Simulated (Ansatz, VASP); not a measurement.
# One calculation of Ta, two programs

```
Ta
1.0
    -1.65100    1.65100    1.65100
     1.65100   -1.65100    1.65100
     1.65100    1.65100   -1.65100
Ta
1
Direct
  0.00000 0.00000 0.00000
```

Alike in both runs: task single point; functional PBEsol; k mesh 22 × 22 × 22; occupations gaussian, width 0.05 eV; no spin polarisation.

```csv
,VASP,Ansatz
version,VASP 6.6.1,Ansatz 0.2.0
potentials or method,"VASP PAW PBE potentials, release 64 (Ta_pv), cutoff 520 eV","scalar-relativistic, plane waves, PAW"
valence electrons in the cell,11,13
```

```csv
,VASP,Ansatz,Ansatz less VASP
gap on the k mesh at the Fermi level (eV),none,none,-
pressure (GPa),-3.6,-3.8,-0.16
```

VASP's potentials were made for PBE, not for PBEsol. A gap of «none» marks a metal or a gap that the smearing closes. With one functional, cell and mesh, what is left measures potentials, basis and numerics. VASP's potentials hold 11 valence electrons a cell and Ansatz's 13, so a difference there can come from the potentials and not from the codes.

Spin-orbit coupling is off throughout.
